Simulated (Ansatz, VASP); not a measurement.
## One calculation of SiNi, two programs

Contents of INCAR:

```
  PREC = Accurate
  ENCUT = 520
  EDIFF = 1E-6
  ISMEAR = -1
  SIGMA = 0.1
  LREAL = F
  LASPH = T
  NELM = 80
  ALGO = Normal
  ISIF = 2
  LWAVE = F
  LCHARG = F
  GGA = PE
  NBANDS = 14
```

The input KPOINTS:

```
Automatic mesh
0
Gamma
  15 15 15
```

Contents of POSCAR:

```
SiNi
1.0
    2.5442974088      0.0000000000      0.0000000000
    0.0000000000      2.5442974088      0.0000000000
    0.0000000000      0.0000000000      2.5442974088
Ni Si
1 1
Direct
    0.0000000000      0.0000000000      0.0000000000
    0.5000000000      0.5000000000      0.5000000000
```

Input for Ansatz:

```yaml
crystal:
  lattice:
    - [2.5442974088, 0.0, 0.0]
    - [0.0, 2.5442974088, 0.0]
    - [0.0, 0.0, 2.5442974088]
  atoms:
    - { symbol: Ni, position: [0.0, 0.0, 0.0] }
    - { symbol: Si, position: [0.5, 0.5, 0.5] }
kpoints:
  mp_grid: { grid: [15, 15, 15] }
scf:
  occupations: { method: fermi_dirac, width: 0.1 }
hamiltonian:
  xc: pbe
  pseudopotentials: { kind: all_electron, lapw: { basis_error: 0.001 } }
output:
  forces: true
  stress: true
  eigenvalues: true
  populations: true
```

Change from the starting cell: volume scaled by 0.72, LAPW.

Alike in both runs: task single point; functional PBE; k mesh 15 × 15 × 15; occupations fermi-dirac, width 0.1 eV; no spin polarisation.

|  | VASP | Ansatz |
| --- | --- | --- |
| version | VASP 6.6.1 | Ansatz 0.2.0 |
| potentials or method | VASP PAW PBE potentials, release 64 (Ni, Si), cutoff 520 eV | all-electron LAPW, scalar-relativistic |

|  | VASP | Ansatz | Ansatz less VASP |
| --- | --- | --- | --- |
| pressure (GPa) | 122.3 | 122.3 | -0.06 |

Both programs put the cell under a high pressure, so it lies far from rest at this level. Ansatz ran all-electron here, and VASP with PAW potentials.

Noted on VASP's run: the cell as given lies far from equilibrium.
